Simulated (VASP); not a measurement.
# GaAs (P6_3/mmc) in VASP: notebook

The runs below take GaAs through single point, relaxation of cell and atoms, with PBE.

Program: VASP 6.6.1. These are calculated values, not measurements. Logs are shortened: lines on timing, memory, paths and dates and some standing lists are left out, and cuts for length are marked.

### 1 The cell of the first run

It takes space group P6_3/mmc (No. 194, hexagonal). The conventional cell has a = 3.766 Å, b = 3.766 Å, c = 6.453 Å, α = 90.00°, β = 90.00°, γ = 120.00°. Ga (site symmetry -3m) has 6 As at 2.71 Å and 2 Ga at 3.23 Å within 3.6 Å. As (site symmetry -6m2) has 6 Ga at 2.71 Å within 3.6 Å.

### 2 Single point, PBE

File INCAR:

```
SYSTEM = GaAs
ALGO = Normal
EDIFF = 1E-7
ENCUT = 520
GGA = PE
ISIF = 2
ISMEAR = 0
LASPH = .True.
LCHARG = .True.
LELF = .True.
LREAL = .False.
LVHAR = .True.
LWAVE = .False.
NBANDS = 26
NELM = 100
PREC = Accurate
SIGMA = 0.1
```

File KPOINTS:

```
k-points
0
Gamma
  12 12 8
  0 0 0
```

File POSCAR:

```
GaAs
1.0
    3.7656325953      0.0000000000      0.0000000000
   -1.8828162976      3.2611334888      0.0000000000
    0.0000000000      0.0000000000      6.4527705341
Ga As
2 2
Direct
    0.0000000000      0.0000000000      0.0000000000
    0.0000000000      0.0000000000      0.5000000000
    0.3333333333      0.6666666667      0.2500000000
    0.6666666667      0.3333333333      0.7500000000
```

Potentials or basis: VASP PAW PBE potentials, release 64 (Ga_d, As).

Started as:

```sh
$ cat potpaw_PBE.64/Ga_d/POTCAR potpaw_PBE.64/As/POTCAR > POTCAR
$ mpirun -np 1 vasp_std > vasp.out
```

OUTCAR:

```text
SYSTEM = GaAs
   EDIFF = 1E-7
   ENCUT = 520
   GGA = PE
   ISIF = 2
   ISMEAR = 0
   LASPH = .True.
   LREAL = .False.
   NELM = 100
   PREC = Accurate

 ion  position               nearest neighbor table
   1  0.000  0.000  0.000-   3 2.71   4 2.71   3 2.71   4 2.71   4 2.71   3 2.71
   2  0.000  0.000  0.500-   3 2.71   4 2.71   3 2.71   4 2.71   4 2.71   3 2.71
   3  0.333  0.667  0.250-   1 2.71   2 2.71   1 2.71   2 2.71   1 2.71   2 2.71
   4  0.667  0.333  0.750-   1 2.71   2 2.71   1 2.71   2 2.71   1 2.71   2 2.71

  LATTYP: Found a hexagonal cell.
 ALAT       =     3.7656325953
 C/A-ratio  =     1.7135953577

  Lattice vectors:

 A1 = (   3.7656325953,   0.0000000000,   0.0000000000)
 A2 = (  -1.8828162976,   3.2611334888,   0.0000000000)
 A3 = (   0.0000000000,   0.0000000000,   6.4527705341)

Analysis of symmetry for initial positions (statically):
=====================================================================
 Subroutine PRICEL returns:
 Original cell was already a primitive cell.

 Routine SETGRP: Setting up the symmetry group for a
 hexagonal supercell.

 Subroutine GETGRP returns: Found 24 space group operations
 (whereof 12 operations were pure point group operations)
 out of a pool of 24 trial point group operations.

The static configuration has the point symmetry D_3d.
 The point group associated with its full space group is D_6h.

Analysis of symmetry for dynamics (positions and initial velocities):
=====================================================================
 Subroutine PRICEL returns:
 Original cell was already a primitive cell.

 Routine SETGRP: Setting up the symmetry group for a
 hexagonal supercell.

 Subroutine GETGRP returns: Found 24 space group operations
 (whereof 12 operations were pure point group operations)
 out of a pool of 24 trial point group operations.

The dynamic configuration has the point symmetry D_3d.
 The point group associated with its full space group is D_6h.

 Subroutine INISYM returns: Found 24 space group operations
 (whereof 12 operations are pure point group operations),
 and found     1 'primitive' translations

----------------------------------------------------------------------------------------

                                     Primitive cell

  volume of cell :      79.2415

  direct lattice vectors                    reciprocal lattice vectors
     3.765632595  0.000000000  0.000000000     0.265559630  0.153320924  0.000000000
    -1.882816298  3.261133489  0.000000000     0.000000000  0.306641848  0.000000000
     0.000000000  0.000000000  6.452770534     0.000000000  0.000000000  0.154972193

  length of vectors
     3.765632595  3.765632595  6.452770534     0.306641848  0.306641848  0.154972193

  position of ions in fractional coordinates (direct lattice)
     0.000000000  0.000000000  0.000000000
     0.000000000  0.000000000  0.500000000
     0.333333333  0.666666667  0.250000000
     0.666666667  0.333333333  0.750000000

  ion indices of the primitive-cell ions
   primitive index   ion index
                 1           1
                 2           2
                 3           3
                 4           4

----------------------------------------------------------------------------------------

 KPOINTS: k-points

Automatic generation of k-mesh.
 Grid dimensions read from file:
 generate k-points for:   12   12    8

 Generating k-lattice:

  Cartesian coordinates                     Fractional coordinates (reciprocal lattice)
     0.022129969  0.012776744  0.000000000     0.083333333  0.000000000  0.000000000
     0.000000000  0.025553487  0.000000000     0.000000000  0.083333333  0.000000000
     0.000000000  0.000000000  0.019371524     0.000000000  0.000000000  0.125000000

  Length of vectors
     0.025553487  0.025553487  0.019371524

  Shift w.r.t. Gamma in fractional coordinates (k-lattice)
     0.000000000  0.000000000  0.000000000

 Subroutine IBZKPT returns following result:
 ===========================================

 Found     95 irreducible k-points:

 Following reciprocal coordinates:
            Coordinates               Weight
  0.000000  0.000000  0.000000      1.000000
  0.083333  0.000000  0.000000      6.000000
  0.166667  0.000000  0.000000      6.000000
  0.250000 -0.000000  0.000000      6.000000
  0.333333  0.000000  0.000000      6.000000
  0.416667  0.000000  0.000000      6.000000
[... 16 lines left out ...]
  0.250000 -0.000000  0.125000     12.000000
  0.333333  0.000000  0.125000     12.000000
 [... further k-points ...]
   k-points           NKPTS =     95   k-points in BZ     NKDIM =     95   number of bands    NBANDS=     26
   number of dos      NEDOS =    301   number of ions     NIONS =      4
   total plane-waves  NPLWV =  37632
   dimension x,y,z NGX =    28 NGY =   28 NGZ =   48
   dimension x,y,z NGXF=    56 NGYF=   56 NGZF=   96
   ions per type =               2   2
   NGX,Y,Z   is equivalent  to a cutoff of  12.36, 12.36, 12.37 a.u.
   NGXF,Y,Z  is equivalent  to a cutoff of  24.72, 24.72, 24.73 a.u.
 SYSTEM =  GaAs
   PREC   = accura    normal or accurate (medium, high low for compatibility)
   ISTART =      0    job   : 0-new  1-cont  2-samecut
   ICHARG =      2    charge: 1-file 2-atom 10-const
   ISPIN  =      1    spin polarized calculation?
   LNONCOLLINEAR =      F non collinear calculations
   LSORBIT =      F    spin-orbit coupling
   LASPH  =      T    aspherical Exc in radial PAW
   ENCUT  =  520.0 eV  38.22 Ry    6.18 a.u.   7.00  7.00 12.00*2*pi/ulx,y,z
   NELM   =    100;   NELMIN=  2; NELMDL= -5     # of ELM steps
   EDIFF  = 0.1E-06   stopping-criterion for ELM
   LREAL  =      F    real-space projection
   EDIFFG = 0.1E-05   stopping-criterion for IOM
   NSW    =      0    number of steps for IOM
   IBRION =     -1    ionic relax: 0-MD 1-quasi-New 2-CG
   NFREE  =      0    steps in history (QN), initial steepest desc. (CG)
   ISIF   =      2    stress and relaxation
   ISYM   =      2    0-nonsym 1-usesym 2-fastsym
   POTIM  = 0.5000    time-step for ionic-motion
   TEBEG  =    0.0;   TEEND  =   0.0 temperature during run
   PSTRESS=    0.0 pullay stress
   NELECT =      36.0000    total number of electrons
   NUPDOWN=      -1.0000    fix difference up-down
   EMIN   =  10.00;   EMAX   =-10.00  energy-range for DOS
   EFERMI =   0.00;   METHOD = LEGACY
   ISMEAR =     0;   SIGMA  =   0.10  broadening in eV -4-tet -1-fermi 0-gaus
   EFERMI_NEDOS =   21; number of points for ismear=-14 and -15
   IALGO  =     38    algorithm
   IMIX   =      4    mixing-type and parameters
     AMIX     =   0.40;   BMIX     =  1.00
     AMIX_MAG =   1.60;   BMIX_MAG =  1.00
  volume/ion in A,a.u.               =      19.81       133.69
  Fermi-wavevector in a.u.,A,eV,Ry     =   1.258514  2.378247 21.549693  1.583858
  Thomas-Fermi vector in A             =   2.392120
   LORBIT       =      0    0 simple, 1 ext, 2 COOP (PROOUT), +10 PAW based schemes
   GGA     = PE    functional components
   LHFCALC =     F    Hartree Fock is set to
   AEXX    =    0.0000 exact exchange contribution
   IVDW    =     0    specifies the selected vdW correction
   LEPSILON=     F    determine dielectric tensor
   LRPA    =     F    only Hartree local field effects (RPA)
 non-spin polarized calculation
 Gauss-broadening in eV      SIGMA  =   0.10
  energy-cutoff  :      520.00
  volume of cell :       79.24
 maximum number of plane-waves:      2156
 NGX is ok and might be reduce to    28
   NGX = 13   NGY = 13   NGZ = 23

 number of electron      35.9999999 magnetization

 Free energy of the ion-electron system (eV)
  ---------------------------------------------------
  ext. energy  EPLUGINS =         0.00000000
  ---------------------------------------------------
  free energy    TOTEN  =       -15.14997340 eV

  energy without entropy =      -15.13933737  energy(sigma->0) =      -15.14465539

 E-fermi :   5.0696     XC(G=0): -10.5331

 val. band max:        5.0646017050   @ k =   0.3333   0.0000   0.3750
 cond. band min:       5.0716991371   @ k =   0.4167   0.0833   0.5000
 fundamental gap:      0.0070974321
 Fermi energy:         5.0696363067

 k-point     1 :       0.0000    0.0000    0.0000
  band No.  band energies     occupation
      1      -9.6902      2.00000
      2      -9.6682      2.00000
      3      -9.6682      2.00000
      4      -9.6216      2.00000
      5      -9.6216      2.00000
      6      -9.6113      2.00000
[... 18 lines left out ...]
     25      10.9268      0.00000
     26      11.2562      0.00000

 k-point     2 :       0.0833    0.0000    0.0000
  band No.  band energies     occupation
      1      -9.6891      2.00000
      2      -9.6781      2.00000
      3      -9.6677      2.00000
      4      -9.6234      2.00000
      5      -9.6197      2.00000
      6      -9.6123      2.00000
[... 18 lines left out ...]
     25      11.6578      0.00000
     26      11.8650      0.00000

 k-point     3 :       0.1667    0.0000    0.0000
  band No.  band energies     occupation
      1      -9.7047      2.00000
      2      -9.6862      2.00000
      3      -9.6670      2.00000
      4      -9.6285      2.00000
      5      -9.6151      2.00000
      6      -9.6149      2.00000
[... 18 lines left out ...]
     25      11.4657      0.00000
     26      11.8664      0.00000

 k-point     4 :       0.2500   -0.0000    0.0000
  band No.  band energies     occupation
      1      -9.7395      2.00000
      2      -9.6824      2.00000
      3      -9.6672      2.00000
      4      -9.6361      2.00000
      5      -9.6188      2.00000
      6      -9.6092      2.00000
[... 18 lines left out ...]
     25      12.2247      0.00000
     26      12.6360      0.00000
[... 496 lines left out ...]
      1      -9.7018      2.00000
      2      -9.6812      2.00000
      3      -9.6647      2.00000
      4      -9.6309      2.00000
      5      -9.6164      2.00000
      6      -9.6142      2.00000
[... 18 lines left out ...]
     25      11.2225      0.00000
     26      12.0605      0.00000

 k-point    23 :       0.2500   -0.0000    0.1250
  band No.  band energies     occupation
      1      -9.7357      2.00000
      2      -9.6774      2.00000
      3      -9.6648      2.00000
      4      -9.6395      2.00000
      5      -9.6178      2.00000
      6      -9.6111      2.00000
[... 18 lines left out ...]
     25      12.1747      0.00000
     26      12.6724      0.00000

 k-point    24 :       0.3333    0.0000    0.1250
  band No.  band energies     occupation
      1      -9.7677      2.00000
      2      -9.6737      2.00000
      3      -9.6659      2.00000
      4      -9.6483      2.00000
      5      -9.6214      2.00000
      6      -9.6073      2.00000
[... 18 lines left out ...]
     25      13.2776      0.00000
     26      13.3191      0.00000

 [... further k-points ...]

------------------------ aborting loop because EDIFF is reached ----------------------------------------

  FORCE on cell =-STRESS in cart. coord.  units (eV):
  Direction    XX          YY          ZZ          XY          YZ          ZX
  --------------------------------------------------------------------------------------
  -------------------------------------------------------------------------------------
  Total        0.0901431      0.0901431      0.1115168      0.0000000      0.0000000      0.0000000
  in kB        1.8225960      1.8225960      2.2547481      0.0000000      0.0000000      0.0000000
  external PRESSURE =       1.9666467 kB  Pullay stress =       0.0000000 kB

 VOLUME and BASIS-vectors are now :
 -----------------------------------------------------------------------------
  energy-cutoff  :      520.00
  volume of cell :       79.24
      direct lattice vectors                 reciprocal lattice vectors
     3.765632595  0.000000000  0.000000000     0.265559630  0.153320924  0.000000000
    -1.882816298  3.261133489  0.000000000     0.000000000  0.306641848  0.000000000
     0.000000000  0.000000000  6.452770534     0.000000000  0.000000000  0.154972193

 POSITION                                       TOTAL-FORCE (eV/Angst)
 -----------------------------------------------------------------------------------
      0.00000      0.00000      0.00000        -0.000000      0.000000     -0.000000
      0.00000      0.00000      3.22639        -0.000000      0.000000     -0.000000
     -0.00000      2.17409      1.61319        -0.000000     -0.000000     -0.000000
      1.88282      1.08704      4.83958         0.000000      0.000000      0.000000
 -----------------------------------------------------------------------------------
    total drift:                               -0.000000      0.000000      0.000000

  FREE ENERGIE OF THE ION-ELECTRON SYSTEM (eV)
  ---------------------------------------------------
  free  energy   TOTEN  =       -15.1499733994 eV

  energy  without entropy=      -15.1393373715  energy(sigma->0) =      -15.14465539
```

Wall time 2.5 min (1 thread of Intel Xeon Platinum 8259CL at 2.50GHz (Skylake/Cascade Lake), shared host); peak memory 0.29 GiB.

What came out:

- Free energy: -15.1500 eV
- Pressure: 0.2 GPa
- Band gap on the k mesh: zero (band 18 reaches 5.84 eV, above the bottom of band 19 at 2.29 eV)

(Continued in part 2 of 3.)
